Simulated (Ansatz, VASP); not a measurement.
## Na in VASP and in Ansatz

```
Na
1.0
     3.69010    0.00000    0.00000
    -1.84505    3.19572    0.00000
     0.00000    0.00000    6.02837
Na
2
Direct
  0.33333 0.66667 0.25000
  0.66667 0.33333 0.75000
```

Change from the starting cell: volume scaled by 0.94, crystal datasets.

Alike in both runs: task electric field gradients; functional LDA; k mesh 11 × 11 × 6; occupations fermi-dirac, width 0.05 eV; no spin polarisation.

```csv
,VASP,Ansatz
version,VASP 6.6.1,Ansatz 0.2.0
potentials or method,"VASP PAW LDA potentials, release 64 (Na_pv), cutoff 520 eV","all-electron PAW with datasets made for the crystal, scalar-relativistic"
```

|  | VASP | Ansatz | Ansatz less VASP |
| --- | --- | --- | --- |
| pressure (GPa) | -0.5 | -0.5 | +0.01 |
| traceless stress, the component that is largest in VASP (GPa) | 0.20 | 0.20 | -0.001 |
| size of Vzz on the site where it differs most (V/Å²) | 0.6 | 0.5 | -0.03 |

LDA's correlation is that of Perdew and Zunger in VASP and of Perdew and Wang (1992) in Ansatz. Ansatz ran all-electron here, and VASP with PAW potentials.
